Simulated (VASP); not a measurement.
# Mo (Im-3m) in VASP: further runs

The runs below take Mo through single point, with revPBE.

All numbers are computed with VASP 6.6.1; they aren't measurements. Logs are shortened: lines on timing, memory, paths and dates and some standing lists are left out, and cuts for length are marked.

## Step 1: The cell of the first run

Symmetry: Im-3m, No. 229, cubic system. The conventional cell has a = 3.041 Å, b = 3.041 Å, c = 3.041 Å, α = 90.00°, β = 90.00°, γ = 90.00°. Within 3.5 Å of Mo (site symmetry m-3m) lie 14 Mo at 2.63 to 3.04 Å.

## Step 2: Single point, revPBE (volume scaled by 0.88)

Contents of INCAR:

```
SYSTEM = Mo
PREC = Accurate ; ENCUT = 520
EDIFF = 1E-6 ; ISMEAR = -1
SIGMA = 0.1 ; LREAL = .False.
LASPH = .True. ; NELM = 60
ALGO = Normal ; ISIF = 2
LWAVE = .False. ; LCHARG = .True.
GGA = RE ; LELF = .True.
LVHAR = .True. ; NBANDS = 13
```

Contents of KPOINTS:

```
Automatic mesh
0
Gamma
  23 23 23
  0 0 0
```

Contents of POSCAR:

```
Mo
1.0
   -1.5202726355      1.5202726355      1.5202726355
    1.5202726355     -1.5202726355      1.5202726355
    1.5202726355      1.5202726355     -1.5202726355
Mo
1
Direct
    0.0000000000      0.0000000000      0.0000000000
```

Potentials or basis: VASP PAW PBE potentials, release 64 (Mo_sv).

The run is started by

```sh
$ cat potpaw_PBE.64/Mo_sv/POTCAR > POTCAR
$ mpirun -np 1 vasp_std > vasp.out
```

OUTCAR:

```text
SYSTEM = Mo
   PREC = Accurate
   ENCUT = 520
   EDIFF = 1E-6
   ISMEAR = -1
   LREAL = .False.
   LASPH = .True.
   NELM = 60
   ISIF = 2
   GGA = RE

 ion  position               nearest neighbor table
   1  0.000  0.000  0.000-

  LATTYP: Found a body centered cubic cell.
 ALAT       =     3.0405452710

  Lattice vectors:

 A1 = (  -1.5202726355,   1.5202726355,   1.5202726355)
 A2 = (   1.5202726355,  -1.5202726355,   1.5202726355)
 A3 = (   1.5202726355,   1.5202726355,  -1.5202726355)

Analysis of symmetry for initial positions (statically):
=====================================================================
 Subroutine PRICEL returns:
 Original cell was already a primitive cell.

 Routine SETGRP: Setting up the symmetry group for a
 body centered cubic supercell.

 Subroutine GETGRP returns: Found 48 space group operations
 (whereof 48 operations were pure point group operations)
 out of a pool of 48 trial point group operations.

The static configuration has the point symmetry O_h .

Analysis of symmetry for dynamics (positions and initial velocities):
=====================================================================
 Subroutine PRICEL returns:
 Original cell was already a primitive cell.

 Routine SETGRP: Setting up the symmetry group for a
 body centered cubic supercell.

 Subroutine GETGRP returns: Found 48 space group operations
 (whereof 48 operations were pure point group operations)
 out of a pool of 48 trial point group operations.

The dynamic configuration has the point symmetry O_h .

 Subroutine INISYM returns: Found 48 space group operations
 (whereof 48 operations are pure point group operations),
 and found     1 'primitive' translations

----------------------------------------------------------------------------------------

                                     Primitive cell

  volume of cell :      14.0548

  direct lattice vectors                    reciprocal lattice vectors
    -1.520272636  1.520272636  1.520272636     0.000000000  0.328888377  0.328888377
     1.520272636 -1.520272636  1.520272636     0.328888377  0.000000000  0.328888377
     1.520272636  1.520272636 -1.520272636     0.328888377  0.328888377  0.000000000

  length of vectors
     2.633189446  2.633189446  2.633189446     0.465118404  0.465118404  0.465118404

  position of ions in fractional coordinates (direct lattice)
     0.000000000  0.000000000  0.000000000
[... 76 lines left out ...]
   EDIFF  = 0.1E-05   stopping-criterion for ELM
   LREAL  =      F    real-space projection
   EDIFFG = 0.1E-04   stopping-criterion for IOM
   NSW    =      0    number of steps for IOM
   IBRION =     -1    ionic relax: 0-MD 1-quasi-New 2-CG
   NFREE  =      0    steps in history (QN), initial steepest desc. (CG)
   ISIF   =      2    stress and relaxation
   ISYM   =      2    0-nonsym 1-usesym 2-fastsym
   POTIM  = 0.5000    time-step for ionic-motion
   TEBEG  =    0.0;   TEEND  =   0.0 temperature during run
   PSTRESS=    0.0 pullay stress
   NELECT =      14.0000    total number of electrons
   NUPDOWN=      -1.0000    fix difference up-down
   EMIN   =  10.00;   EMAX   =-10.00  energy-range for DOS
   EFERMI =   0.00;   METHOD = LEGACY
   ISMEAR =    -1;   SIGMA  =   0.10  broadening in eV -4-tet -1-fermi 0-gaus
   EFERMI_NEDOS =   21; number of points for ismear=-14 and -15
   IALGO  =     38    algorithm
   IMIX   =      4    mixing-type and parameters
     AMIX     =   0.40;   BMIX     =  1.00
     AMIX_MAG =   1.60;   BMIX_MAG =  1.00
  volume/ion in A,a.u.               =      14.05        94.85
  Fermi-wavevector in a.u.,A,eV,Ry     =   1.634968  3.089642 36.370029  2.673122
  Thomas-Fermi vector in A             =   2.726519
   LORBIT       =      0    0 simple, 1 ext, 2 COOP (PROOUT), +10 PAW based schemes
   GGA     = RE    functional components
   LHFCALC =     F    Hartree Fock is set to
   AEXX    =    0.0000 exact exchange contribution
   IVDW    =     0    specifies the selected vdW correction
   LEPSILON=     F    determine dielectric tensor
   LRPA    =     F    only Hartree local field effects (RPA)
 non-spin polarized calculation
  energy-cutoff  :      520.00
  volume of cell :       14.05
 maximum number of plane-waves:       390
   NGX =  9   NGY =  9   NGZ =  9

 number of electron      14.0000003 magnetization

 Free energy of the ion-electron system (eV)
  ---------------------------------------------------
  ext. energy  EPLUGINS =         0.00000000
  ---------------------------------------------------
  free energy    TOTEN  =       -10.26757455 eV

  energy without entropy =      -10.24867789  energy(sigma->0) =      -10.25812622

 E-fermi :  14.4614     XC(G=0): -13.9568

 val. band max:       14.4552875845   @ k =  -0.3478   0.3478   0.2174
 cond. band min:      14.4664935842   @ k =  -0.2174   0.3478   0.0870
 fundamental gap:      0.0112059998
 Fermi energy:        14.4613594417

 k-point     1 :       0.0000    0.0000    0.0000
  band No.  band energies     occupation
      1     -46.9018      2.00000
      2     -19.8751      2.00000
      3     -19.8751      2.00000
      4     -19.8751      2.00000
      5       6.8974      2.00000
      6      12.8441      2.00000
      7      12.8441      2.00000
      8      12.8441      2.00000
      9      16.2875      0.00000
     10      16.2875      0.00000
     11      29.3929      0.00000
     12      29.3929      0.00000
     13      29.3929      0.00000
[... 354 lines left out ...]
  band No.  band energies     occupation
      1     -46.8202      2.00000
      2     -20.3061      2.00000
      3     -19.9736      2.00000
      4     -19.9137      2.00000
      5       7.9396      2.00000
      6      12.3580      2.00000
      7      12.4926      2.00000
      8      13.9908      1.98207
      9      15.5398      0.00004
     10      16.4084      0.00000
     11      30.2159      0.00000
     12      31.0801      0.00000
     13      31.3492      0.00000

 [... further k-points ...]
[... 5 lines left out ...]
  --------------------------------------------------------------------------------------
  -------------------------------------------------------------------------------------
  Total        3.6936812      3.6936812      3.6936812      0.0000000     -0.0000000     -0.0000000
  in kB      421.0615350    421.0615350    421.0615350      0.0000000     -0.0000000     -0.0000000
  external PRESSURE =     421.0615350 kB  Pullay stress =       0.0000000 kB

 VOLUME and BASIS-vectors are now :
 -----------------------------------------------------------------------------
  energy-cutoff  :      520.00
  volume of cell :       14.05
      direct lattice vectors                 reciprocal lattice vectors
    -1.520272636  1.520272636  1.520272636     0.000000000  0.328888377  0.328888377
     1.520272636 -1.520272636  1.520272636     0.328888377  0.000000000  0.328888377
     1.520272636  1.520272636 -1.520272636     0.328888377  0.328888377  0.000000000

 POSITION                                       TOTAL-FORCE (eV/Angst)
 -----------------------------------------------------------------------------------
      0.00000      0.00000      0.00000         0.000000      0.000000      0.000000
 -----------------------------------------------------------------------------------
    total drift:                                0.000000      0.000000      0.000000

  FREE ENERGIE OF THE ION-ELECTRON SYSTEM (eV)
  ---------------------------------------------------
  free  energy   TOTEN  =       -10.2675745483 eV

  energy  without entropy=      -10.2486778896  energy(sigma->0) =      -10.25812622
```

OSZICAR:

```text
N       E                     dE             d eps       ncg     rms          rms(c)
DAV:   1     0.933930232242E+02    0.93393E+02   -0.81444E+03  9544   0.112E+03
DAV:   2    -0.967459724989E+01   -0.10307E+03   -0.99156E+02 10704   0.315E+02
DAV:   3    -0.107977468138E+02   -0.11231E+01   -0.11205E+01 10649   0.328E+01
DAV:   4    -0.108001806663E+02   -0.24339E-02   -0.24338E-02 10589   0.185E+00
DAV:   5    -0.108001948915E+02   -0.14225E-04   -0.14226E-04 10839   0.126E-01    0.184E+01
DAV:   6    -0.103455545828E+02    0.45464E+00   -0.53297E-01  9734   0.930E+00    0.625E+00
DAV:   7    -0.102703252284E+02    0.75229E-01   -0.14588E-01 10504   0.471E+00    0.753E-01
DAV:   8    -0.102675033134E+02    0.28219E-02   -0.39248E-03  9789   0.802E-01    0.127E-01
DAV:   9    -0.102675677203E+02   -0.64407E-04   -0.64199E-05 11274   0.102E-01    0.794E-02
DAV:  10    -0.102675738199E+02   -0.60996E-05   -0.17086E-05  9929   0.526E-02    0.401E-03
DAV:  11    -0.102675745483E+02   -0.72844E-06   -0.16281E-07  5652   0.528E-03
   1 F= -.10267575E+02 E0= -.10258126E+02  d E =-.188967E-01
```

It took 65 s on 1 thread of Intel Xeon Platinum 8259CL at 2.50GHz (Skylake/Cascade Lake), shared host; peak memory 0.18 GiB.

Results:

```
Free energy            : -10.2676 eV
Pressure               : 42.1 GPa
Band gap on the k mesh : zero (band 7 reaches 18.89 eV, above the bottom of band 8 at 12.84 eV)
```

Caveat: the PAW data sets were made with another functional, which shifts forces and pressure a little.

## Step 3: Single point, revPBE (volume scaled by 0.92)

Contents of INCAR:

```
PREC = Accurate
ENCUT = 520
EDIFF = 1E-6
ISMEAR = -1
SIGMA = 0.1
LREAL = False
LASPH = True
NELM = 100
ALGO = Normal
ISIF = 2
LWAVE = False
LCHARG = True
GGA = RE
LELF = True
LVHAR = True
NBANDS = 13
```

Contents of KPOINTS:

```
Automatic mesh
0
Gamma
  23 23 23
```

Contents of POSCAR:

```
Mo
1.0
   -1.5429666177      1.5429666177      1.5429666177
    1.5429666177     -1.5429666177      1.5429666177
    1.5429666177      1.5429666177     -1.5429666177
Mo
1
Direct
    0.0000000000      0.0000000000      0.0000000000
```

Potentials or basis: VASP PAW PBE potentials, release 64 (Mo_sv).

The run is started by

```sh
$ cat potpaw_PBE.64/Mo_sv/POTCAR > POTCAR
$ mpirun -np 1 vasp_std > vasp.out
```

Wall time 49 s (1 thread of Intel Xeon Platinum 8259CL at 2.50GHz (Skylake/Cascade Lake), shared host); peak memory 0.17 GiB.

The run converged. Its results:

```yaml
Free_energy: -10.4007 eV
Pressure: 25.1 GPa
Band_gap_on_the_k_mesh: zero (band 7 reaches 17.86 eV, above the bottom of band 8 at 12.18 eV)
```

Levels at points of the mesh, in eV from the Fermi level:
```
           k point  band 5  band 6  band 7  band 8  band 9  band 10
(0.00, 0.00, 0.00)   -7.43   -1.50   -1.50   -1.50    1.76     1.76
```

Caveat: the PAW data sets were made with another functional, which shifts forces and pressure a little.

## Step 4: Single point, revPBE (volume scaled by 0.96)

Contents of INCAR:

```
ALGO     = Normal         # electronic algorithm
EDIFF    = 1E-7           # SCF threshold, eV
ENCUT    = 520            # plane-wave cutoff, eV
GGA      = RE             # functional
ISIF     = 2              # what is computed and relaxed
ISMEAR   = -1             # smearing method
LASPH    = True           # aspherical terms in the spheres
LCHARG   = False          # write CHGCAR
LREAL    = False          # projectors in reciprocal space
LWAVE    = False          # write WAVECAR
NBANDS   = 13             # bands
NELM     = 100            # most SCF steps
PREC     = Accurate       # precision mode
SIGMA    = 0.1            # smearing width, eV
```

Contents of KPOINTS:

```
k-points
0
Gamma
  23 23 23
```

Contents of POSCAR:

```
Mo
1.0
   -1.5650119764      1.5650119764      1.5650119764
    1.5650119764     -1.5650119764      1.5650119764
    1.5650119764      1.5650119764     -1.5650119764
Mo
1
Direct
    0.0000000000      0.0000000000      0.0000000000
```

The run is started by

```sh
$ cat potpaw_PBE.64/Mo_sv/POTCAR > POTCAR
$ mpirun -np 1 vasp_std > vasp.out
```

Run time: 72 s. Hardware: 1 thread of Intel Xeon Platinum 8259CL at 2.50GHz (Skylake/Cascade Lake), shared host; peak memory 0.18 GiB.

Results (log left out):

- Free energy: -10.4726 eV
- Pressure: 11.3 GPa
- Band gap on the k mesh: zero (band 7 reaches 16.91 eV, above the bottom of band 8 at 11.56 eV)

Levels at points of the mesh, in eV from the Fermi level:
```
           k point  band 5  band 6  band 7  band 8  band 9  band 10
(0.00, 0.00, 0.00)   -7.29   -1.40   -1.40   -1.40    1.70     1.70
```

Caveat: the PAW data sets were made with another functional, which shifts forces and pressure a little.

## Step 5: The runs side by side

```csv
cell,gap on the mesh (eV),pressure (GPa)
"a = 2.633 Å, angles 109.5°, 1 atom",none,42.1
"a = 2.672 Å, angles 109.5°, 1 atom",none,25.1
"a = 2.711 Å, angles 109.5°, 1 atom",none,11.3
```

Alike in all rows: task single point; level revPBE; potentials or basis VASP PAW PBE potentials, release 64 (Mo_sv); no spin polarisation; k mesh 23 × 23 × 23; cutoff (eV) 520; smearing fermi-dirac 0.1 eV.

Caveats: the PAW data sets were made with another functional, which shifts forces and pressure a little.

Absolute energies hang on the potentials; compare differences alone.
